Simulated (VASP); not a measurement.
A run of VASP 6.6.1 is set up as follows.

Contents of INCAR:

```
ALGO = Normal ; EDIFF = 1E-6
ENCUT = 520 ; GGA = PS
ISIF = 2 ; ISMEAR = -1
LASPH = True ; LCHARG = False
LREAL = False ; LWAVE = False
NBANDS = 16 ; NELM = 80
PREC = Accurate ; SIGMA = 0.05
```

Contents of KPOINTS:

```
k-points
0
Gamma
  8 8 8
```

POSCAR

```
AgCl
1.0
    0.0000000000      2.4939969405      2.4939969405
    2.4939969405      0.0000000000      2.4939969405
    2.4939969405      2.4939969405      0.0000000000
Ag Cl
1 1
Direct
    0.0000000000      0.0000000000      0.0000000000
    0.5000000000      0.5000000000      0.5000000000
```

Potentials or basis: VASP PAW PBE potentials, release 64 (Ag, Cl).

Run with:

```sh
$ cat potpaw_PBE.64/Ag/POTCAR potpaw_PBE.64/Cl/POTCAR > POTCAR
$ mpirun -np 1 vasp_std > vasp.out
```

Question: What does it give for the band gap on the k mesh?

Answer: 0.93 eV (least direct gap 2.91 eV).

Question: What does it give for the pressure?

Answer: 29.9 GPa.

Caveat: the cell stands under pressure; the PAW data sets were made with another functional, which shifts forces and pressure a little. A k mesh can miss the band edges.
